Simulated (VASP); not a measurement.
Os: single point with LDA

Crystal: Os.

```
Os
1.0
     2.51708    0.00000    0.00000
     0.00000    2.51708    0.00000
     0.00000    0.00000    2.51708
Os
1
Cartesian
  0.0000 0.0000 0.0000
```

- Program: VASP 6.6.1
- Task: single point
- Functional: LDA
- Potentials or basis: VASP PAW LDA potentials, release 64 (Os)
- Cutoff: 520 eV
- k mesh: 13 × 13 × 13
- Occupations: fermi-dirac, width 0.1 eV
- Spin: no spin polarisation

```
Pressure               : 0.0 GPa
Band gap on the k mesh : zero (band 4 reaches 12.49 eV, above the bottom of band 5 at 6.67 eV)
```

Levels at points of the mesh, in eV from the Fermi level:
```csv
k point,band 2,band 3,band 4,band 5,band 6,band 7
"(0.00, 0.00, 0.00)",-6.33,-6.33,2.43,2.43,2.43,15.84
```

Wall time 4 s on 1 thread of Intel(R) Xeon(R) 6975P-C (Granite Rapids), on a shared host, peak memory 0.13 GiB.

Caveat: spin-orbit coupling is left out, which moves the levels of the heavy elements.
